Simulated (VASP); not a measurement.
# NaF (Villiaumite) (Fm-3m) in VASP: further runs

NaF (Villiaumite) is run at these levels: PBE; tasks: single point, relaxation of cell and atoms.

Program: VASP 6.6.1. These are calculated values, not measurements. Logs are shortened: lines on timing, memory, paths and dates and some standing lists are left out, and cuts for length are marked.

## (1) The cell of the first run

The structure is cubic, space group Fm-3m (No. 225). The conventional cell has a = 4.851 Å, b = 4.851 Å, c = 4.851 Å, α = 90.00°, β = 90.00°, γ = 90.00°. Na (site symmetry m-3m) has 6 F at 2.43 Å within 3.2 Å. Within 3.2 Å of F (site symmetry m-3m) lie 6 Na at 2.43 Å.

## (2) Single point, PBE (volume scaled by 1.10)

Contents of INCAR:

```
SYSTEM = NaF
PREC = Accurate
ENCUT = 520
EDIFF = 1E-6
ISMEAR = 0
SIGMA = 0.02
LREAL = .FALSE.
LASPH = .TRUE.
NELM = 80
ALGO = Normal
ISIF = 2
LWAVE = .FALSE.
LCHARG = .TRUE.
GGA = PE
LELF = .TRUE.
LVHAR = .TRUE.
NBANDS = 14
```

Contents of KPOINTS:

```
regular mesh
0
G
  8 8 8
  0 0 0
```

Contents of POSCAR:

```
NaF
1.0
    0.0000000000      2.4255938142      2.4255938142
    2.4255938142      0.0000000000      2.4255938142
    2.4255938142      2.4255938142      0.0000000000
Na F
1 1
Direct
    0.0000000000      0.0000000000      0.0000000000
    0.5000000000      0.5000000000      0.5000000000
```

Potentials or basis: VASP PAW PBE potentials, release 64 (Na_pv, F).

The run is started by

```
> cat potpaw_PBE.64/Na_pv/POTCAR potpaw_PBE.64/F/POTCAR > POTCAR
> mpirun -np 1 vasp_std > vasp.out
```

OUTCAR:

```text
SYSTEM = NaF
   PREC = Accurate
   ENCUT = 520
   EDIFF = 1E-6
   ISMEAR = 0
   LREAL = .FALSE.
   LASPH = .TRUE.
   NELM = 80
   ISIF = 2
   GGA = PE

 ion  position               nearest neighbor table
   1  0.000  0.000  0.000-
   2  0.500  0.500  0.500-

  LATTYP: Found a face centered cubic cell.
 ALAT       =     4.8511876284

  Lattice vectors:

 A1 = (   0.0000000000,   2.4255938142,   2.4255938142)
 A2 = (   2.4255938142,   0.0000000000,   2.4255938142)
 A3 = (   2.4255938142,   2.4255938142,   0.0000000000)

Analysis of symmetry for initial positions (statically):
=====================================================================
 Subroutine PRICEL returns:
 Original cell was already a primitive cell.

 Routine SETGRP: Setting up the symmetry group for a
 face centered cubic supercell.

 Subroutine GETGRP returns: Found 48 space group operations
 (whereof 48 operations were pure point group operations)
 out of a pool of 48 trial point group operations.

The static configuration has the point symmetry O_h .

Analysis of symmetry for dynamics (positions and initial velocities):
=====================================================================
 Subroutine PRICEL returns:
 Original cell was already a primitive cell.

 Routine SETGRP: Setting up the symmetry group for a
 face centered cubic supercell.

 Subroutine GETGRP returns: Found 48 space group operations
 (whereof 48 operations were pure point group operations)
 out of a pool of 48 trial point group operations.

The dynamic configuration has the point symmetry O_h .

 Subroutine INISYM returns: Found 48 space group operations
 (whereof 48 operations are pure point group operations),
 and found     1 'primitive' translations

----------------------------------------------------------------------------------------

                                     Primitive cell

  volume of cell :      28.5420

  direct lattice vectors                    reciprocal lattice vectors
     0.000000000  2.425593814  2.425593814    -0.206135090  0.206135090  0.206135090
     2.425593814  0.000000000  2.425593814     0.206135090 -0.206135090  0.206135090
     2.425593814  2.425593814  0.000000000     0.206135090  0.206135090 -0.206135090

  length of vectors
     3.430307669  3.430307669  3.430307669     0.357036450  0.357036450  0.357036450

  position of ions in fractional coordinates (direct lattice)
     0.000000000  0.000000000  0.000000000
     0.500000000  0.500000000  0.500000000

  ion indices of the primitive-cell ions
   primitive index   ion index
                 1           1
                 2           2

----------------------------------------------------------------------------------------

 KPOINTS: regular mesh

Automatic generation of k-mesh.
 Grid dimensions read from file:
 generate k-points for:    8    8    8

 Generating k-lattice:

  Cartesian coordinates                     Fractional coordinates (reciprocal lattice)
    -0.025766886  0.025766886  0.025766886     0.125000000  0.000000000  0.000000000
     0.025766886 -0.025766886  0.025766886     0.000000000  0.125000000  0.000000000
     0.025766886  0.025766886 -0.025766886     0.000000000  0.000000000  0.125000000

  Length of vectors
     0.044629556  0.044629556  0.044629556

  Shift w.r.t. Gamma in fractional coordinates (k-lattice)
     0.000000000  0.000000000  0.000000000

 Subroutine IBZKPT returns following result:
 ===========================================

 Found     29 irreducible k-points:

 Following reciprocal coordinates:
            Coordinates               Weight
  0.000000  0.000000  0.000000      1.000000
  0.125000  0.000000  0.000000      8.000000
  0.250000  0.000000  0.000000      8.000000
  0.375000  0.000000  0.000000      8.000000
  0.500000  0.000000  0.000000      4.000000
  0.125000  0.125000  0.000000      6.000000
[... 16 lines left out ...]
  0.500000  0.250000  0.125000     48.000000
 -0.375000  0.250000  0.125000     24.000000
 [... further k-points ...]
   k-points           NKPTS =     29   k-points in BZ     NKDIM =     29   number of bands    NBANDS=     14
   number of dos      NEDOS =    301   number of ions     NIONS =      2
   total plane-waves  NPLWV =  21952
   dimension x,y,z NGX =    28 NGY =   28 NGZ =   28
   dimension x,y,z NGXF=    56 NGYF=   56 NGZF=   56
   ions per type =               1   1
   NGX,Y,Z   is equivalent  to a cutoff of  13.57, 13.57, 13.57 a.u.
   NGXF,Y,Z  is equivalent  to a cutoff of  27.14, 27.14, 27.14 a.u.
 SYSTEM =  NaF
   PREC   = accura    normal or accurate (medium, high low for compatibility)
   ISTART =      0    job   : 0-new  1-cont  2-samecut
   ICHARG =      2    charge: 1-file 2-atom 10-const
   ISPIN  =      1    spin polarized calculation?
   LNONCOLLINEAR =      F non collinear calculations
   LSORBIT =      F    spin-orbit coupling
   LASPH  =      T    aspherical Exc in radial PAW
   ENCUT  =  520.0 eV  38.22 Ry    6.18 a.u.   6.38  6.38  6.38*2*pi/ulx,y,z
   NELM   =     80;   NELMIN=  2; NELMDL= -5     # of ELM steps
   EDIFF  = 0.1E-05   stopping-criterion for ELM
   LREAL  =      F    real-space projection
   EDIFFG = 0.1E-04   stopping-criterion for IOM
   NSW    =      0    number of steps for IOM
   IBRION =     -1    ionic relax: 0-MD 1-quasi-New 2-CG
   NFREE  =      0    steps in history (QN), initial steepest desc. (CG)
   ISIF   =      2    stress and relaxation
   ISYM   =      2    0-nonsym 1-usesym 2-fastsym
   POTIM  = 0.5000    time-step for ionic-motion
   TEBEG  =    0.0;   TEEND  =   0.0 temperature during run
   PSTRESS=    0.0 pullay stress
   NELECT =      14.0000    total number of electrons
   NUPDOWN=      -1.0000    fix difference up-down
   EMIN   =  10.00;   EMAX   =-10.00  energy-range for DOS
   EFERMI =   0.00;   METHOD = LEGACY
   ISMEAR =     0;   SIGMA  =   0.02  broadening in eV -4-tet -1-fermi 0-gaus
   EFERMI_NEDOS =   21; number of points for ismear=-14 and -15
   IALGO  =     38    algorithm
   IMIX   =      4    mixing-type and parameters
     AMIX     =   0.40;   BMIX     =  1.00
     AMIX_MAG =   1.60;   BMIX_MAG =  1.00
  volume/ion in A,a.u.               =      14.27        96.31
  Fermi-wavevector in a.u.,A,eV,Ry     =   1.291089  2.439804 22.679690  1.666910
  Thomas-Fermi vector in A             =   2.422880
   LORBIT       =      0    0 simple, 1 ext, 2 COOP (PROOUT), +10 PAW based schemes
   GGA     = PE    functional components
   LHFCALC =     F    Hartree Fock is set to
   AEXX    =    0.0000 exact exchange contribution
   IVDW    =     0    specifies the selected vdW correction
   LEPSILON=     F    determine dielectric tensor
   LRPA    =     F    only Hartree local field effects (RPA)
 non-spin polarized calculation
 Gauss-broadening in eV      SIGMA  =   0.02
  energy-cutoff  :      520.00
  volume of cell :       28.54
 maximum number of plane-waves:       778
 NGX is ok and might be reduce to    28
   NGX = 13   NGY = 13   NGZ = 13

 number of electron      14.0000009 magnetization

 Free energy of the ion-electron system (eV)
  ---------------------------------------------------
  ext. energy  EPLUGINS =         0.00000000
  ---------------------------------------------------
  free energy    TOTEN  =        -8.54113946 eV

  energy without entropy =       -8.54113946  energy(sigma->0) =       -8.54113946

 E-fermi :  -2.4573     XC(G=0):  -8.5207

 val. band max:       -2.6200003918   @ k =   0.0000   0.0000   0.0000
 cond. band min:       2.9966435203   @ k =   0.0000   0.0000   0.0000
 fundamental gap:      5.6166439121
 Fermi energy:        -2.4572764356

 k-point     1 :       0.0000    0.0000    0.0000
  band No.  band energies     occupation
      1     -21.9986      2.00000
      2     -21.9986      2.00000
      3     -21.9986      2.00000
      4     -21.5887      2.00000
      5      -2.6200      2.00000
      6      -2.6200      2.00000
      7      -2.6200      2.00000
      8       2.9966      0.00000
      9      15.3736      0.00000
     10      15.3736      0.00000
     11      15.3736      0.00000
     12      17.9681      0.00000
     13      19.9928      0.00000
     14      19.9928      0.00000

 k-point     2 :       0.1250    0.0000    0.0000
  band No.  band energies     occupation
      1     -22.1043      2.00000
      2     -21.9998      2.00000
      3     -21.9998      2.00000
      4     -21.4698      2.00000
      5      -2.8661      2.00000
      6      -2.6488      2.00000
      7      -2.6488      2.00000
      8       3.4912      0.00000
      9      13.7042      0.00000
     10      15.5529      0.00000
     11      15.5529      0.00000
     12      19.2946      0.00000
     13      19.2946      0.00000
     14      19.5327      0.00000

 k-point     3 :       0.2500    0.0000    0.0000
  band No.  band energies     occupation
      1     -22.2635      2.00000
      2     -22.0028      2.00000
      3     -22.0028      2.00000
      4     -21.2771      2.00000
      5      -3.3650      2.00000
      6      -2.7176      2.00000
      7      -2.7176      2.00000
      8       4.7087      0.00000
      9      11.6291      0.00000
     10      15.9065      0.00000
     11      15.9065      0.00000
     12      18.6135      0.00000
     13      18.6135      0.00000
     14      19.7037      0.00000

 k-point     4 :       0.3750    0.0000    0.0000
  band No.  band energies     occupation
      1     -22.3755      2.00000
      2     -22.0058      2.00000
      3     -22.0058      2.00000
      4     -21.1308      2.00000
      5      -3.7797      2.00000
      6      -2.7853      2.00000
      7      -2.7853      2.00000
      8       6.2215      0.00000
      9       9.8657      0.00000
     10      16.0470      0.00000
     11      16.0470      0.00000
     12      18.5633      0.00000
     13      18.5633      0.00000
     14      19.3000      0.00000

 k-point     5 :       0.5000    0.0000    0.0000
  band No.  band energies     occupation
      1     -22.4150      2.00000
      2     -22.0070      2.00000
      3     -22.0070      2.00000
      4     -21.0776      2.00000
      5      -3.9348      2.00000
      6      -2.8130      2.00000
      7      -2.8130      2.00000
      8       7.3438      0.00000
      9       8.7157      0.00000
     10      16.0304      0.00000
     11      16.0305      0.00000
[... 276 lines left out ...]
 k-point    22 :       0.3750    0.2500    0.1250
  band No.  band energies     occupation
      1     -22.2617      2.00000
      2     -22.0211      2.00000
      3     -22.0080      2.00000
      4     -21.2511      2.00000
      5      -3.4752      2.00000
      6      -2.8855      2.00000
      7      -2.7861      2.00000
      8       5.6528      0.00000
      9      11.1993      0.00000
     10      14.2154      0.00000
     11      15.8212      0.00000
     12      16.5146      0.00000
     13      20.0613      0.00000
     14      22.2706      0.00000

 k-point    23 :       0.5000    0.2500    0.1250
  band No.  band energies     occupation
      1     -22.2996      2.00000
      2     -22.0303      2.00000
      3     -22.0138      2.00000
      4     -21.1861      2.00000
      5      -3.6448      2.00000
      6      -3.0313      2.00000
      7      -2.8551      2.00000
      8       7.0700      0.00000
      9      10.0952      0.00000
     10      13.3464      0.00000
     11      15.1192      0.00000
     12      17.5188      0.00000
     13      19.3583      0.00000
     14      22.9111      0.00000

 k-point    24 :      -0.3750    0.2500    0.1250
  band No.  band energies     occupation
      1     -22.3137      2.00000
      2     -22.0323      2.00000
      3     -22.0180      2.00000
      4     -21.1607      2.00000
      5      -3.7050      2.00000
      6      -3.0924      2.00000
      7      -2.8868      2.00000
      8       8.2854      0.00000
      9       9.0188      0.00000
     10      13.1094      0.00000
     11      14.8133      0.00000
     12      18.0180      0.00000
     13      18.9620      0.00000
     14      23.2508      0.00000

 [... further k-points ...]
[... 5 lines left out ...]
  --------------------------------------------------------------------------------------
  -------------------------------------------------------------------------------------
  Total       -0.6371223     -0.6371223     -0.6371223      0.0000000      0.0000000      0.0000000
  in kB      -35.7642519    -35.7642519    -35.7642519      0.0000000      0.0000000      0.0000000
  external PRESSURE =     -35.7642519 kB  Pullay stress =       0.0000000 kB

 VOLUME and BASIS-vectors are now :
 -----------------------------------------------------------------------------
  energy-cutoff  :      520.00
  volume of cell :       28.54
      direct lattice vectors                 reciprocal lattice vectors
     0.000000000  2.425593814  2.425593814    -0.206135090  0.206135090  0.206135090
     2.425593814  0.000000000  2.425593814     0.206135090 -0.206135090  0.206135090
     2.425593814  2.425593814  0.000000000     0.206135090  0.206135090 -0.206135090

 POSITION                                       TOTAL-FORCE (eV/Angst)
 -----------------------------------------------------------------------------------
      0.00000      0.00000      0.00000         0.000000     -0.000000      0.000000
      2.42559      2.42559      2.42559        -0.000000      0.000000     -0.000000
 -----------------------------------------------------------------------------------
    total drift:                                0.000000      0.000000      0.000000

  FREE ENERGIE OF THE ION-ELECTRON SYSTEM (eV)
  ---------------------------------------------------
  free  energy   TOTEN  =        -8.5411394579 eV

  energy  without entropy=       -8.5411394579  energy(sigma->0) =       -8.54113946
```

It took 13 s on 1 thread of Intel Xeon Platinum 8375C at 2.90GHz (Ice Lake), shared host; peak memory 0.14 GiB.

Results:

```yaml
Free_energy: -8.5411 eV
Pressure: -3.6 GPa
Band_gap_on_the_k_mesh: 5.62 eV, direct
```

Levels at points of the mesh, in eV from the valence-band top:
```csv
k point,band 5,band 6,band 7,band 8,band 9,band 10
"(0.00, 0.00, 0.00)",0.00,0.00,0.00,5.62,17.99,17.99
"(0.50, 0.00, 0.00)",-1.31,-0.19,-0.19,9.96,11.34,18.65
"(0.50, 0.50, 0.00)",-1.07,-0.34,-0.34,12.06,12.30,12.81
```

Caveat: the cell differs from its parent crystal (volume scaled by 1.10).

## (3) Single point, PBE

This run uses another cell than the first one, of 12.97 Å³/atom, 0.909 times its volume.

Contents of INCAR:

```
PREC = Accurate
ENCUT = 520
EDIFF = 1E-7
ISMEAR = 0
SIGMA = 0.02
LREAL = F
LASPH = T
NELM = 60
ALGO = Normal
ISIF = 2
LWAVE = F
LCHARG = F
GGA = PE
NBANDS = 14
```

Contents of KPOINTS:

```
regular mesh
0
Gamma
  8 8 8
```

Contents of POSCAR:

```
NaF
1.0
    0.0000000000      2.3497438076      2.3497438076
    2.3497438076      0.0000000000      2.3497438076
    2.3497438076      2.3497438076      0.0000000000
Na F
1 1
Direct
    0.0000000000      0.0000000000      0.0000000000
    0.5000000000      0.5000000000      0.5000000000
```

Potentials or basis: VASP PAW PBE potentials, release 64 (Na_pv, F).

The run is started by

```
> cat potpaw_PBE.64/Na_pv/POTCAR potpaw_PBE.64/F/POTCAR > POTCAR
> mpirun -np 1 vasp_std > vasp.out
```

Wall time 6.2 s (1 thread of Intel Xeon 6975P-C (Granite Rapids), shared host); peak memory 0.15 GiB.

The run converged. Its results:

- Free energy: -8.5695 eV
- Pressure: -0.1 GPa
- Band gap on the k mesh: 6.08 eV, direct

Levels at points of the mesh, in eV from the valence-band top:
| k point | band 5 | band 6 | band 7 | band 8 | band 9 | band 10 |
| --- | --- | --- | --- | --- | --- | --- |
| (0.00, 0.00, 0.00) | 0.00 | 0.00 | 0.00 | 6.08 | 18.67 | 18.67 |
| (0.50, 0.00, 0.00) | -1.50 | -0.23 | -0.23 | 10.52 | 12.11 | 19.65 |
| (0.50, 0.50, 0.00) | -1.21 | -0.38 | -0.38 | 12.81 | 13.16 | 13.19 |

## (4) Single point, PBE

This run uses another cell than the first one, of 12.99 Å³/atom, 0.910 times its volume.

Contents of INCAR:

```
SYSTEM = NaF
PREC = Accurate
ENCUT = 520
EDIFF = 1E-6
ISMEAR = 0
SIGMA = 0.01
LREAL = .False.
LASPH = .True.
NELM = 100
ALGO = Normal
ISIF = 2
LWAVE = .False.
LCHARG = .False.
GGA = PE
NBANDS = 14
```

Contents of KPOINTS:

```
regular mesh
0
Gamma
  8 8 8
  0 0 0
```

Contents of POSCAR:

```
NaF
1.0
    0.0000000000      2.3505024027      2.3505024027
    2.3505024027      0.0000000000      2.3505024027
    2.3505024027      2.3505024027      0.0000000000
Na F
1 1
Direct
    0.0000000000      0.0000000000      0.0000000000
    0.5000000000      0.5000000000      0.5000000000
```

The run is started by

```
> cat potpaw_PBE.64/Na_pv/POTCAR potpaw_PBE.64/F/POTCAR > POTCAR
> mpirun -np 1 vasp_std > vasp.out
```

Run time: 5.5 s. Hardware: 1 thread of Intel Xeon 6975P-C (Granite Rapids), shared host; peak memory 0.14 GiB.

It converged, with:

```
Free energy            : -8.5695 eV
Pressure               : -0.2 GPa
Band gap on the k mesh : 6.07 eV, direct
```

Levels at points of the mesh, in eV from the valence-band top:
```csv
k point,band 5,band 6,band 7,band 8,band 9,band 10
"(0.00, 0.00, 0.00)",0.00,0.00,0.00,6.07,18.67,18.67
"(0.50, 0.00, 0.00)",-1.50,-0.23,-0.23,10.52,12.10,19.64
"(0.50, 0.50, 0.00)",-1.21,-0.38,-0.38,12.80,13.15,13.18
```

(Part 1 of 2 ends here.)
